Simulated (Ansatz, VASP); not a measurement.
**Two plane-wave programs on Al2O3**

Contents of POSCAR:

```
Al2O3
1.0
    3.2588811475      0.0000000000      0.0000000000
   -1.6294405738      2.8222738617      0.0000000000
    0.0000000000      0.0000000000      7.2716505621
Al O
2 3
Direct
    0.0000000000      0.0000000000      0.2779510000
    0.0000000000      0.0000000000      0.7220490000
    0.3333333333      0.6666666667      0.1994540000
    0.6666666667      0.3333333333      0.8005460000
    0.0000000000      0.0000000000      0.5000000000
```

INCAR.step1

```
SYSTEM = Al2O3
PREC = Accurate
ENCUT = 520
ISMEAR = 0
SIGMA = 0.05
LREAL = .FALSE.
LASPH = .TRUE.
NELM = 100
NBANDS = 20
GGA = PE
ALGO = Normal
EDIFF = 1E-4
LWAVE = .TRUE.
LCHARG = .FALSE.
```

The input INCAR.step2:

```
SYSTEM = Al2O3
PREC = Accurate
ENCUT = 520
EDIFF = 1E-6
ISMEAR = 0
SIGMA = 0.05
LREAL = .FALSE.
LASPH = .TRUE.
NELM = 100
ALGO = Normal
ISIF = 2
LWAVE = .FALSE.
LCHARG = .FALSE.
METAGGA = R2SCAN
LMIXTAU = .TRUE.
NBANDS = 20
ISTART = 1
```

File KPOINTS:

```
Automatic mesh
0
G
  12 12 4
  0 0 0
```

Input for Ansatz:

```yaml
crystal:
  lattice:
    - [3.2588811475, 0.0, 0.0]
    - [-1.6294405738, 2.8222738617, 0.0]
    - [0.0, 0.0, 7.2716505621]
  atoms:
    - { symbol: Al, position: [0.0, 0.0, 0.277951] }
    - { symbol: Al, position: [0.0, 0.0, 0.722049] }
    - { symbol: O, position: [0.3333333333, 0.6666666667, 0.199454] }
    - { symbol: O, position: [0.6666666667, 0.3333333333, 0.800546] }
    - { symbol: O, position: [0.0, 0.0, 0.5] }
basis:
  ecutwfc: 500
kpoints:
  mp_grid: { grid: [12, 12, 4] }
hamiltonian:
  xc: r2scan
scf:
  occupations: { method: gaussian, width: 0.05 }
output:
  forces: true
  stress: true
  eigenvalues: true
```

Change from the starting cell: strain +0.080 along x and y, -0.040 along z, atoms carried along.

Alike in both runs: task single point; functional r2SCAN; k mesh 12 × 12 × 4; occupations gaussian, width 0.05 eV; no spin polarisation.

|  | VASP | Ansatz |
| --- | --- | --- |
| version | VASP 6.6.1 | Ansatz 0.2.0 |
| potentials or method | VASP PAW PBE potentials, release 64 (Al, O), cutoff 520 eV | scalar-relativistic, plane waves, PAW |
| valence electrons in the cell | 24 | 24 |

```csv
,VASP,Ansatz,Ansatz less VASP
gap on the k mesh at the Fermi level (eV),3.26,3.29,+0.027
least direct gap on the mesh (eV),3.26,3.29,+0.027
pressure (GPa),-14.3,-14.2,+0.05
"traceless stress, the component that is largest in VASP (GPa)",28.71,28.07,-0.645
rms of the force components (eV/Å),1.154,1.111,-0.0431
```

VASP's potentials were made for PBE, not for r2SCAN. Atom by atom the forces differ by 0.044 eV/Å (rms over components).
